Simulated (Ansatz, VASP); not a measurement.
**Rb3SiS: VASP beside Ansatz**

```
Rb Si S
1.0
     6.34188    0.00000    0.00000
     0.00000    6.34188    0.00000
     0.00000    0.00000    6.34188
Rb Si S
3 1 1
Direct
  0.50000 0.50000 0.00000
  0.50000 0.00000 0.50000
  0.00000 0.50000 0.50000
  0.00000 0.00000 0.00000
  0.50000 0.50000 0.50000
```

Change from the starting cell: species swapped into the Sm3AlN type (Pm-3m, No. 221).

Alike in both runs: functional PBE; k mesh 6 × 6 × 6; occupations gaussian, width 0.1 eV; no spin polarisation.

Ansatz relaxed the structure, and its values are those at the end. VASP's run is a single point on that final structure, the one shown.

|  | VASP | Ansatz |
| --- | --- | --- |
| version | VASP 6.6.1 | Ansatz 0.2.0 |
| potentials or method | VASP PAW PBE potentials, release 64 (Rb_sv, Si, S), cutoff 520 eV | scalar-relativistic, plane waves, PAW |
| valence electrons in the cell | 37 | 37 |

|  | VASP | Ansatz | Ansatz less VASP |
| --- | --- | --- | --- |
| gap on the k mesh at the Fermi level (eV) | none | none | - |
| pressure (GPa) | 0.0 | 0.0 | -0.02 |

A gap of «none» marks a metal or a gap that the smearing closes.
